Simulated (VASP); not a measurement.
# CsSnBr3 (a) (Pm-3m) in VASP: a series of runs

The runs below take CsSnBr3 (a) through single point, relaxation of cell and atoms, with PBEsol.

Everything below comes from runs of VASP 6.6.1. Logs are shortened: lines on timing, memory, paths and dates and some standing lists are left out, and cuts for length are marked.

### 1 The cell of the first run

The structure is cubic, space group Pm-3m (No. 221). Conventional cell: a = 5.765 Å, b = 5.765 Å, c = 5.765 Å, α = 90.00°, β = 90.00°, γ = 90.00°. Within 5.3 Å of Cs (site symmetry m-3m) lie 12 Br at 4.08 Å and 8 Sn at 4.99 Å. Sn (site symmetry m-3m) has 6 Br at 2.88 Å within 3.8 Å. Within 3.8 Å of Br (site symmetry 4/mmm) lie 2 Sn at 2.88 Å.

### 2 Single point, PBEsol

Input file INCAR:

```
ALGO = Normal
EDIFF = 1E-6
ENCUT = 500
GGA = PS
GGA_COMPAT = F
ISIF = 2
ISMEAR = 0
LASPH = T
LCHARG = F
LREAL = F
LWAVE = F
NBANDS = 30
NELM = 120
PREC = Accurate
SIGMA = 0.02
```

Input file KPOINTS:

```
k-points
0
Gamma
  6 6 6
```

Input file POSCAR:

```
CsSnBr3
1.0
    5.7652880465      0.0000000000      0.0000000000
    0.0000000000      5.7652880465      0.0000000000
    0.0000000000      0.0000000000      5.7652880465
Cs Sn Br
1 1 3
Direct
    0.0000000000      0.0000000000      0.0000000000
    0.5000000000      0.5000000000      0.5000000000
    0.5000000000      0.5000000000      0.0000000000
    0.5000000000      0.0000000000      0.5000000000
    0.0000000000      0.5000000000      0.5000000000
```

Potentials or basis: VASP PAW PBE potentials, release 64 (Cs_sv, Sn_d, Br).

Command:

```bash
$ cat potpaw_PBE.64/Cs_sv/POTCAR potpaw_PBE.64/Sn_d/POTCAR potpaw_PBE.64/Br/POTCAR > POTCAR
$ mpirun -np 1 vasp_std > vasp.out
```

OUTCAR:

```text
EDIFF = 1E-6
   ENCUT = 500
   GGA = PS
   ISIF = 2
   ISMEAR = 0
   LASPH = T
   LREAL = F
   NELM = 120
   PREC = Accurate

 ion  position               nearest neighbor table
   1  0.000  0.000  0.000-
   2  0.500  0.500  0.500-   3 2.88   4 2.88   5 2.88   3 2.88   4 2.88   5 2.88
   3  0.500  0.500  0.000-   2 2.88   2 2.88
   4  0.500  0.000  0.500-   2 2.88   2 2.88
   5  0.000  0.500  0.500-   2 2.88   2 2.88

  LATTYP: Found a simple cubic cell.
 ALAT       =     5.7652880465

  Lattice vectors:

 A1 = (   5.7652880465,   0.0000000000,   0.0000000000)
 A2 = (   0.0000000000,   5.7652880465,   0.0000000000)
 A3 = (   0.0000000000,   0.0000000000,   5.7652880465)

Analysis of symmetry for initial positions (statically):
=====================================================================
 Subroutine PRICEL returns:
 Original cell was already a primitive cell.

 Routine SETGRP: Setting up the symmetry group for a
 simple cubic supercell.

 Subroutine GETGRP returns: Found 48 space group operations
 (whereof 48 operations were pure point group operations)
 out of a pool of 48 trial point group operations.

The static configuration has the point symmetry O_h .

Analysis of symmetry for dynamics (positions and initial velocities):
=====================================================================
 Subroutine PRICEL returns:
 Original cell was already a primitive cell.

 Routine SETGRP: Setting up the symmetry group for a
 simple cubic supercell.

 Subroutine GETGRP returns: Found 48 space group operations
 (whereof 48 operations were pure point group operations)
 out of a pool of 48 trial point group operations.

The dynamic configuration has the point symmetry O_h .

 Subroutine INISYM returns: Found 48 space group operations
 (whereof 48 operations are pure point group operations),
 and found     1 'primitive' translations

----------------------------------------------------------------------------------------

                                     Primitive cell

  volume of cell :     191.6298

  direct lattice vectors                    reciprocal lattice vectors
     5.765288047  0.000000000  0.000000000     0.173451871  0.000000000  0.000000000
     0.000000000  5.765288047  0.000000000     0.000000000  0.173451871  0.000000000
     0.000000000  0.000000000  5.765288047     0.000000000  0.000000000  0.173451871

  length of vectors
     5.765288047  5.765288047  5.765288047     0.173451871  0.173451871  0.173451871

  position of ions in fractional coordinates (direct lattice)
     0.000000000  0.000000000  0.000000000
     0.500000000  0.500000000  0.500000000
     0.500000000  0.500000000  0.000000000
     0.500000000  0.000000000  0.500000000
     0.000000000  0.500000000  0.500000000

  ion indices of the primitive-cell ions
   primitive index   ion index
                 1           1
                 2           2
                 3           3
                 4           4
                 5           5

----------------------------------------------------------------------------------------

 KPOINTS: k-points

Automatic generation of k-mesh.
 Grid dimensions read from file:
 generate k-points for:    6    6    6

 Generating k-lattice:

  Cartesian coordinates                     Fractional coordinates (reciprocal lattice)
     0.028908645  0.000000000  0.000000000     0.166666667  0.000000000  0.000000000
     0.000000000  0.028908645  0.000000000     0.000000000  0.166666667  0.000000000
     0.000000000  0.000000000  0.028908645     0.000000000  0.000000000  0.166666667

  Length of vectors
     0.028908645  0.028908645  0.028908645

  Shift w.r.t. Gamma in fractional coordinates (k-lattice)
     0.000000000  0.000000000  0.000000000

 Subroutine IBZKPT returns following result:
 ===========================================

 Found     20 irreducible k-points:

 Following reciprocal coordinates:
            Coordinates               Weight
  0.000000  0.000000  0.000000      1.000000
  0.166667  0.000000  0.000000      6.000000
  0.333333  0.000000  0.000000      6.000000
  0.500000  0.000000  0.000000      3.000000
  0.166667  0.166667  0.000000     12.000000
  0.333333  0.166667  0.000000     24.000000
[... 12 lines left out ...]
  0.500000  0.500000  0.333333      6.000000
  0.500000  0.500000  0.500000      1.000000
   k-points           NKPTS =     20   k-points in BZ     NKDIM =     20   number of bands    NBANDS=     30
   number of dos      NEDOS =    301   number of ions     NIONS =      5
   total plane-waves  NPLWV =  74088
   dimension x,y,z NGX =    42 NGY =   42 NGZ =   42
   dimension x,y,z NGXF=    84 NGYF=   84 NGZF=   84
   ions per type =               1   1   3
   NGX,Y,Z   is equivalent  to a cutoff of  12.11, 12.11, 12.11 a.u.
   NGXF,Y,Z  is equivalent  to a cutoff of  24.22, 24.22, 24.22 a.u.
 SYSTEM =  unknown system
   PREC   = accura    normal or accurate (medium, high low for compatibility)
   ISTART =      0    job   : 0-new  1-cont  2-samecut
   ICHARG =      2    charge: 1-file 2-atom 10-const
   ISPIN  =      1    spin polarized calculation?
   LNONCOLLINEAR =      F non collinear calculations
   LSORBIT =      F    spin-orbit coupling
   LASPH  =      T    aspherical Exc in radial PAW
   ENCUT  =  500.0 eV  36.75 Ry    6.06 a.u.  10.51 10.51 10.51*2*pi/ulx,y,z
   NELM   =    120;   NELMIN=  2; NELMDL= -5     # of ELM steps
   EDIFF  = 0.1E-05   stopping-criterion for ELM
   LREAL  =      F    real-space projection
   EDIFFG = 0.1E-04   stopping-criterion for IOM
   NSW    =      0    number of steps for IOM
   IBRION =     -1    ionic relax: 0-MD 1-quasi-New 2-CG
   NFREE  =      0    steps in history (QN), initial steepest desc. (CG)
   ISIF   =      2    stress and relaxation
   ISYM   =      2    0-nonsym 1-usesym 2-fastsym
   POTIM  = 0.5000    time-step for ionic-motion
   TEBEG  =    0.0;   TEEND  =   0.0 temperature during run
   PSTRESS=    0.0 pullay stress
   NELECT =      44.0000    total number of electrons
   NUPDOWN=      -1.0000    fix difference up-down
   EMIN   =  10.00;   EMAX   =-10.00  energy-range for DOS
   EFERMI =   0.00;   METHOD = LEGACY
   ISMEAR =     0;   SIGMA  =   0.02  broadening in eV -4-tet -1-fermi 0-gaus
   EFERMI_NEDOS =   21; number of points for ismear=-14 and -15
   IALGO  =     38    algorithm
   IMIX   =      4    mixing-type and parameters
     AMIX     =   0.40;   BMIX     =  1.00
     AMIX_MAG =   1.60;   BMIX_MAG =  1.00
  volume/ion in A,a.u.               =      38.33       258.64
  Fermi-wavevector in a.u.,A,eV,Ry     =   1.002470  1.894394 13.673121  1.004946
  Thomas-Fermi vector in A             =   2.134959
   LORBIT       =      0    0 simple, 1 ext, 2 COOP (PROOUT), +10 PAW based schemes
   GGA     = PS    functional components
   LHFCALC =     F    Hartree Fock is set to
   AEXX    =    0.0000 exact exchange contribution
   IVDW    =     0    specifies the selected vdW correction
   LEPSILON=     F    determine dielectric tensor
   LRPA    =     F    only Hartree local field effects (RPA)
 non-spin polarized calculation
 Gauss-broadening in eV      SIGMA  =   0.02
  energy-cutoff  :      500.00
  volume of cell :      191.63
 maximum number of plane-waves:      4945
   NGX = 21   NGY = 21   NGZ = 21

 number of electron      44.0000000 magnetization

 Free energy of the ion-electron system (eV)
  ---------------------------------------------------
  ext. energy  EPLUGINS =         0.00000000
  ---------------------------------------------------
  free energy    TOTEN  =       -16.80774631 eV

  energy without entropy =      -16.80774631  energy(sigma->0) =      -16.80774631

 E-fermi :   2.6602     XC(G=0):  -8.0036

 val. band max:        2.5534557916   @ k =   0.5000   0.5000   0.5000
 cond. band min:       2.7672656492   @ k =   0.5000   0.5000   0.5000
 fundamental gap:      0.2138098575
 Fermi energy:         2.6601739928

 k-point     1 :       0.0000    0.0000    0.0000
  band No.  band energies     occupation
      1     -19.8945      2.00000
      2     -19.7017      2.00000
      3     -19.7017      2.00000
      4     -19.6641      2.00000
      5     -19.6641      2.00000
      6     -19.6641      2.00000
[... 22 lines left out ...]
     29       7.4686      0.00000
     30       7.4686      0.00000

 k-point     2 :       0.1667    0.0000    0.0000
  band No.  band energies     occupation
      1     -19.8940      2.00000
      2     -19.7016      2.00000
      3     -19.6997      2.00000
      4     -19.6641      2.00000
      5     -19.6641      2.00000
      6     -19.6640      2.00000
[... 22 lines left out ...]
     29       6.5209      0.00000
     30       7.4104      0.00000

 k-point     3 :       0.3333    0.0000    0.0000
  band No.  band energies     occupation
      1     -19.8933      2.00000
      2     -19.7016      2.00000
      3     -19.6957      2.00000
      4     -19.6642      2.00000
      5     -19.6642      2.00000
      6     -19.6640      2.00000
[... 22 lines left out ...]
     29       6.6922      0.00000
     30       7.5430      0.00000

 k-point     4 :       0.5000    0.0000    0.0000
  band No.  band energies     occupation
      1     -19.8929      2.00000
      2     -19.7016      2.00000
      3     -19.6937      2.00000
      4     -19.6643      2.00000
      5     -19.6643      2.00000
      6     -19.6640      2.00000
[... 484 lines left out ...]
     29       6.9087      0.00000
     30       7.5143      0.00000

 k-point    19 :       0.5000    0.5000    0.3333
  band No.  band energies     occupation
      1     -19.8907      2.00000
      2     -19.6916      2.00000
      3     -19.6896      2.00000
      4     -19.6646      2.00000
      5     -19.6645      2.00000
      6     -19.6645      2.00000
[... 22 lines left out ...]
     29       6.7364      0.00000
     30       7.6923      0.00000

 k-point    20 :       0.5000    0.5000    0.5000
  band No.  band energies     occupation
      1     -19.8904      2.00000
      2     -19.6896      2.00000
      3     -19.6896      2.00000
      4     -19.6646      2.00000
      5     -19.6646      2.00000
      6     -19.6646      2.00000
[... 22 lines left out ...]
     29       6.6021      0.00000
     30       7.9563      0.00000

------------------------ aborting loop because EDIFF is reached ----------------------------------------

  FORCE on cell =-STRESS in cart. coord.  units (eV):
  Direction    XX          YY          ZZ          XY          YZ          ZX
  --------------------------------------------------------------------------------------
  -------------------------------------------------------------------------------------
  Total        0.0046577      0.0046577      0.0046577      0.0000000     -0.0000000     -0.0000000
  in kB        0.0389420      0.0389420      0.0389420      0.0000000     -0.0000000     -0.0000000
  external PRESSURE =       0.0389420 kB  Pullay stress =       0.0000000 kB

 VOLUME and BASIS-vectors are now :
 -----------------------------------------------------------------------------
  energy-cutoff  :      500.00
  volume of cell :      191.63
      direct lattice vectors                 reciprocal lattice vectors
     5.765288047  0.000000000  0.000000000     0.173451871  0.000000000  0.000000000
     0.000000000  5.765288047  0.000000000     0.000000000  0.173451871  0.000000000
     0.000000000  0.000000000  5.765288047     0.000000000  0.000000000  0.173451871

 POSITION                                       TOTAL-FORCE (eV/Angst)
 -----------------------------------------------------------------------------------
      0.00000      0.00000      0.00000         0.000000      0.000000      0.000000
      2.88264      2.88264      2.88264         0.000000      0.000000      0.000000
      2.88264      2.88264      0.00000         0.000000      0.000000      0.000000
      2.88264      0.00000      2.88264         0.000000      0.000000      0.000000
      0.00000      2.88264      2.88264         0.000000      0.000000      0.000000
 -----------------------------------------------------------------------------------
    total drift:                                0.000000     -0.000000     -0.000000

  FREE ENERGIE OF THE ION-ELECTRON SYSTEM (eV)
  ---------------------------------------------------
  free  energy   TOTEN  =       -16.8077463150 eV

  energy  without entropy=      -16.8077463150  energy(sigma->0) =      -16.80774631
```

It took 71 s on 1 thread of Intel Xeon Platinum 8488C (Sapphire Rapids), shared host; peak memory 0.32 GiB.

Results:

| Property | Result |
| --- | --- |
| Free energy | -16.8077 eV |
| Pressure | 0.0 GPa |
| Band gap on the k mesh | 0.21 eV, direct |

Caveat: the PAW data sets were made with another functional, which shifts forces and pressure a little; spin-orbit coupling is left out, which moves the levels of the heavy elements. A k mesh can miss the band edges.

### 3 Relaxation of cell and atoms, PBEsol

This run uses another cell than the first one, of 39.81 Å³/atom, 1.039 times its volume.

Input file INCAR:

```
SYSTEM = CsSnBr3
PREC = Accurate
ENCUT = 500
EDIFF = 1E-7
ISMEAR = 0
SIGMA = 0.02
LREAL = .FALSE.
LASPH = .TRUE.
NELM = 120
ALGO = Normal
ISIF = 3
LWAVE = .FALSE.
LCHARG = .FALSE.
GGA = PS
IBRION = 2
NSW = 100
EDIFFG = -0.002
GGA_COMPAT = .FALSE.
NELMIN = 4
```

Input file KPOINTS:

```
regular mesh
0
G
  6 6 6
  0 0 0
```

POSCAR: that of step 2 with these lines changed.

```diff
@@ -2,5 +2,5 @@
 1.0
-    5.7652880465      0.0000000000      0.0000000000
-    0.0000000000      5.7652880465      0.0000000000
-    0.0000000000      0.0000000000      5.7652880465
+    5.8390056100      0.0000000000      0.0000000000
+    0.0000000000      5.8390056100      0.0000000000
+    0.0000000000      0.0000000000      5.8390056100
 Cs Sn Br
```

Potentials or basis: VASP PAW PBE potentials, release 64 (Cs_sv, Sn_d, Br).

Command:

```bash
$ cat potpaw_PBE.64/Cs_sv/POTCAR potpaw_PBE.64/Sn_d/POTCAR potpaw_PBE.64/Br/POTCAR > POTCAR
$ mpirun -np 1 vasp_std > vasp.out
```

It took 3.1 min on 1 thread of Intel Xeon Platinum 8488C (Sapphire Rapids), shared host; peak memory 0.4 GiB.

Results (log left out):

| Item | Value |
| --- | --- |
| Free energy | -16.8086 eV |
| Relaxed volume | 38.35 Å³/atom |
| Relaxed cell | a = 5.767 Å, b = 5.767 Å, c = 5.767 Å, α = 90.00°, β = 90.00°, γ = 90.00° |
| Space group after relaxing (to 0.05 Å) | Pm-3m (No. 221) |
| Energy gained by relaxing | 3.7 meV/atom |
| Ionic steps | 3 |
| Pressure after relaxing | 0.0 GPa |
| Band gap on the k mesh | 0.22 eV, direct |

Step by step:
| step | energy change (eV) | largest force (eV/Å) | pressure (GPa) | volume (Å³) |
| --- | --- | --- | --- | --- |
| 1 | 0.0000 | 0.0000 | -0.78 | 199.07 |
| 2 | -0.0172 | 0.0000 | -0.21 | 193.58 |
| 3 | -0.0184 | 0.0000 | 0.00 | 191.75 |

Final structure:
```
CELL_PARAMETERS angstrom
5.76653 0.00000 0.00000
0.00000 5.76653 0.00000
0.00000 0.00000 5.76653
ATOMIC_POSITIONS crystal
Cs 0.00000 0.00000 0.00000
Sn 0.50000 0.50000 0.50000
Br 0.50000 0.50000 0.00000
Br 0.50000 0.00000 0.50000
Br 0.00000 0.50000 0.50000
```

Levels at points of the mesh, in eV from the valence-band top:
```tsv
k point	band 19	band 20	band 21	band 22	band 23	band 24	band 25	band 26
(0.00, 0.00, 0.00)	-3.31	-3.15	-3.15	-3.15	1.89	2.91	2.91	3.55
(0.50, 0.00, 0.00)	-3.46	-3.29	-3.29	-2.15	1.30	3.40	3.99	4.04
(0.50, 0.50, 0.00)	-3.59	-3.59	-2.78	-1.05	0.80	0.80	3.79	4.11
(0.50, 0.50, 0.50)	-2.76	-2.76	-2.76	0.00	0.22	0.22	0.22	3.39
```

Caveat: the PAW data sets were made with another functional, which shifts forces and pressure a little; spin-orbit coupling is left out, which moves the levels of the heavy elements.

### 4 Single point, PBEsol

Input file INCAR:

```
SYSTEM = CsSnBr3
PREC = Accurate ; ENCUT = 500
EDIFF = 1E-6 ; ISMEAR = 0
SIGMA = 0.01 ; LREAL = .FALSE.
LASPH = .TRUE. ; NELM = 120
ALGO = Normal ; ISIF = 2
LWAVE = .FALSE. ; LCHARG = .FALSE.
GGA = PS ; NBANDS = 30
GGA_COMPAT = .FALSE.
```

KPOINTS is that of step 3.

POSCAR: that of step 3 with these lines changed.

```diff
@@ -2,5 +2,5 @@
 1.0
-    5.8390056100      0.0000000000      0.0000000000
-    0.0000000000      5.8390056100      0.0000000000
-    0.0000000000      0.0000000000      5.8390056100
+    5.7652880465      0.0000000000      0.0000000000
+    0.0000000000      5.7652880465      0.0000000000
+    0.0000000000      0.0000000000      5.7652880465
 Cs Sn Br
```

Command:

```bash
$ cat potpaw_PBE.64/Cs_sv/POTCAR potpaw_PBE.64/Sn_d/POTCAR potpaw_PBE.64/Br/POTCAR > POTCAR
$ mpirun -np 1 vasp_std > vasp.out
```

Wall time 85 s (1 thread of Intel Xeon Platinum 8488C (Sapphire Rapids), shared host); peak memory 0.32 GiB.

Results (log left out):

```yaml
Free_energy: -16.8077 eV
Pressure: 0.0 GPa
Band_gap_on_the_k_mesh: 0.21 eV, direct
```

Levels at points of the mesh, in eV from the valence-band top:
```tsv
k point	band 19	band 20	band 21	band 22	band 23	band 24	band 25	band 26
(0.00, 0.00, 0.00)	-3.31	-3.16	-3.16	-3.16	1.88	2.90	2.90	3.54
(0.50, 0.00, 0.00)	-3.47	-3.30	-3.30	-2.15	1.29	3.39	3.99	4.03
(0.50, 0.50, 0.00)	-3.60	-3.60	-2.79	-1.06	0.80	0.80	3.79	4.11
(0.50, 0.50, 0.50)	-2.77	-2.77	-2.77	0.00	0.21	0.21	0.21	3.38
```

Caveat: the PAW data sets were made with another functional, which shifts forces and pressure a little; spin-orbit coupling is left out, which moves the levels of the heavy elements. A k mesh can miss the band edges.

### 5 The runs side by side

```tsv
task	cell	smearing	gap on the mesh (eV)	pressure (GPa)
single point	a = 5.765 Å, 5 atoms	gaussian 0.02 eV	0.21	0.0
relaxation of cell and atoms	relaxed from a = 5.839 Å, 5 atoms	gaussian 0.02 eV	0.22	0.0
single point	a = 5.765 Å, 5 atoms	gaussian 0.01 eV	0.21	0.0
```

Alike in all rows: level PBEsol; potentials or basis VASP PAW PBE potentials, release 64 (Cs_sv, Sn_d, Br); no spin polarisation; k mesh 6 × 6 × 6; cutoff (eV) 500.

Caveats: the PAW data sets were made with another functional, which shifts forces and pressure a little; spin-orbit coupling is left out, which moves the levels of the heavy elements.

Total energies depend on the potentials used, so only differences within one code and one set of settings carry meaning.
